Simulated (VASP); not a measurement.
Crystal: W.

```xyz
1
Lattice="2.8709 0.0000 0.0000 1.4354 2.4862 0.0000 1.4354 0.8287 2.3440" Properties=species:S:1:pos:R:3 pbc="T T T"
W     0.0000    0.0000    0.0000
```

Base run:

```yaml
Program: VASP 6.6.1
Functional: PBE
Potentials_or_basis: VASP PAW PBE potentials, release 64 (W_sv)
Cutoff: 520 eV
k_mesh: 12 × 12 × 12
Occupations: fermi-dirac, width 0.1 eV
Spin: no spin polarisation
```

Its results: band gap on the k mesh zero (band 7 reaches 13.17 eV, above the bottom of band 8 at 9.70 eV); pressure -4.4 GPa.

**Question.** The run is repeated on the same cell with these changes: k mesh from 12 × 12 × 12 to 8 × 8 × 8. What comes out?

**Answer.** Band gap on the k mesh zero (band 7 reaches 13.17 eV, above the bottom of band 8 at 9.69 eV); pressure -3.9 GPa.

Caveats: spin-orbit coupling is left out, which moves the levels of the heavy elements.
